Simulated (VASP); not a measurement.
Crystal: Co.

```
Co
1.0
     2.43717    0.00000    0.00000
    -1.21859    2.11065    0.00000
     0.00000    0.00000    7.97892
Co
4
Direct
  0.66667 0.33333 0.75000
  0.00000 0.00000 0.50000
  0.33333 0.66667 0.25000
  0.00000 0.00000 0.00000
```

Program: VASP 6.6.1. Alike in all runs: task single point; potentials or basis VASP PAW PBE potentials, release 64 (Co_sv); spin collinear, ferromagnetic start; cell as given; k mesh 12 × 12 × 4; cutoff (eV) 690; smearing fermi-dirac 0.05 eV.

**Question.** Order these runs on this cell by their pressure, lowest first.
A. level BLYP
B. level RPBE
C. level BLYP+D3(BJ)

**Answer.** C (6.9 GPa), B (19.7 GPa), A (23.4 GPa).

Caveats: the cell stands under pressure; the PAW data sets were made with another functional, which shifts forces and pressure a little; the dispersion term is far too large for a dense solid, which distorts pressure and volume (at least some runs).
